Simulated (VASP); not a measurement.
A run of VASP 6.6.1 is set up as follows.

Contents of INCAR:

```
SYSTEM = MnHg3
PREC = Accurate ; ENCUT = 520
EDIFF = 1E-6 ; ISMEAR = 0
SIGMA = 0.1 ; LREAL = .False.
LASPH = .True. ; NELM = 100
ALGO = Fast ; ISIF = 2
LWAVE = .False. ; LCHARG = .False.
GGA = PE ; NBANDS = 32
```

The input KPOINTS:

```
Automatic mesh
0
Gamma
  10 10 10
  0 0 0
```

The input POSCAR:

```
MnHg3
1.0
    4.4178500000      0.0000000000      0.0000000000
    0.0000000000      4.4178500000      0.0000000000
    0.0000000000      0.0000000000      4.4178500000
Mn Hg
1 3
Direct
    0.0000000000      0.0000000000      0.0000000000
    0.5000000000      0.0000000000      0.5000000000
    0.0000000000      0.5000000000      0.5000000000
    0.5000000000      0.5000000000      0.0000000000
```

Potentials or basis: VASP PAW PBE potentials, release 64 (Mn_pv, Hg).

The run is started by

```sh
$ cat potpaw_PBE.64/Mn_pv/POTCAR potpaw_PBE.64/Hg/POTCAR > POTCAR
$ mpirun -np 1 vasp_std > vasp.out
```

Task: What does it give for the pressure?

Result: -7.6 GPa.

Caveat: spin-orbit coupling is left out, which moves the levels of the heavy elements. Spin polarisation is off, so any magnetic state and its effect on volume and gap are missing.
